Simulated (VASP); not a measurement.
A run of VASP 6.6.1 is set up as follows.

File INCAR:

```
SYSTEM = GaAs
ALGO = Normal
EDIFF = 1E-6
ENCUT = 520
ISIF = 2
ISMEAR = 0
LASPH = .TRUE.
LCHARG = .FALSE.
LREAL = .FALSE.
LWAVE = .FALSE.
NBANDS = 16
NELM = 100
PREC = Accurate
SIGMA = 0.01
```

File KPOINTS:

```
k-points
0
G
  12 12 12
  0 0 0
```

Contents of POSCAR:

```
GaAs
1.0
    0.0000000000      2.7827717831      2.7827717831
    2.7827717831      0.0000000000      2.7827717831
    2.7827717831      2.7827717831      0.0000000000
Ga As
1 1
Direct
    0.0000000000      0.0000000000      0.0000000000
    0.7500000000      0.7500000000      0.7500000000
```

Potentials or basis: VASP PAW LDA potentials, release 64 (Ga_d, As).

Command:

```sh
$ cat potpaw_LDA.64/Ga_d/POTCAR potpaw_LDA.64/As/POTCAR > POTCAR
$ mpirun -np 1 vasp_std > vasp.out
```

Question: What does it give for the band gap on the k mesh?

Answer: 0.69 eV.

Question: Estimate the pressure.

Answer: 1.9 GPa.

A k mesh can miss the band edges.
